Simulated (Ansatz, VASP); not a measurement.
# C4N in VASP and in Ansatz

```
C N
1.0
     3.33905    0.00000    0.00000
     0.00000    3.33905    0.00000
     0.00000    0.00000    3.33905
C N
4 1
Direct
  0.50000 0.00000 0.00000
  0.00000 0.50000 0.00000
  0.00000 0.00000 0.50000
  0.50000 0.50000 0.50000
  0.00000 0.00000 0.00000
```

Change from the starting cell: species swapped into the Co4N type (Pm-3m, No. 221).

Alike in both runs: functional PBE; k mesh 12 × 12 × 12; occupations gaussian, width 0.1 eV; no spin polarisation.

Ansatz relaxed the structure, and its values are those at the end. VASP's run is a single point on that final structure, the one shown.

|  | VASP | Ansatz |
| --- | --- | --- |
| version | VASP 6.6.1 | Ansatz 0.2.0 |
| potentials or method | VASP PAW PBE potentials, release 64 (C, N), cutoff 520 eV | scalar-relativistic, plane waves, PAW |
| valence electrons in the cell | 21 | 21 |

Ansatz gave:

| Property | Result |
| --- | --- |
| gap on the k mesh at the Fermi level (eV) | none |
| pressure (GPa) | 0.0 |

Task: Estimate VASP's values.

Result: gap on the k mesh at the Fermi level (eV): none; pressure (GPa): -0.2.

A gap of «none» marks a metal or a gap that the smearing closes.
